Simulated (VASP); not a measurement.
The system is BaTiO3.

```
Ba Ti O
1.0
     2.80839    1.62142    2.30283
    -2.80839    1.62142    2.30283
     0.00000   -3.24285    2.30283
Ba Ti O
1 1 3
Direct
  0.00000 0.00000 0.00000
  0.48450 0.48450 0.48450
  0.50860 0.01750 0.50860
  0.01750 0.50860 0.50860
  0.50860 0.50860 0.01750
```

Base run:

* Program: VASP 6.6.1
* Functional: PBEsol
* Potentials or basis: VASP PAW PBE potentials, release 64 (Ba_sv, Ti_sv, O)
* Cutoff: 520 eV
* k mesh: 7 × 7 × 7
* Occupations: fermi-dirac, width 0.05 eV
* Spin: no spin polarisation

Its results: band gap on the k mesh 2.45 eV (least direct gap 2.77 eV); pressure 4.3 GPa; largest force 0.361 eV/Å.

Question: The run is repeated on the same cell with these changes: functional from PBEsol to LDA; potentials or basis from VASP PAW PBE potentials, release 64 (Ba_sv, Ti_sv, O) to VASP PAW LDA potentials, release 64 (Ba_sv, Ti_sv, O). What comes out?

Answer: Band gap on the k mesh 2.41 eV (least direct gap 2.72 eV); pressure -0.3 GPa; largest force 0.322 eV/Å.

Caveats: spin-orbit coupling is left out, which moves the levels of the heavy elements; an odd mesh through Γ misses points on the zone boundary, where band edges can lie; the cell stands under pressure (at least some runs); the PAW data sets were made with another functional, which shifts forces and pressure a little (at least some runs).
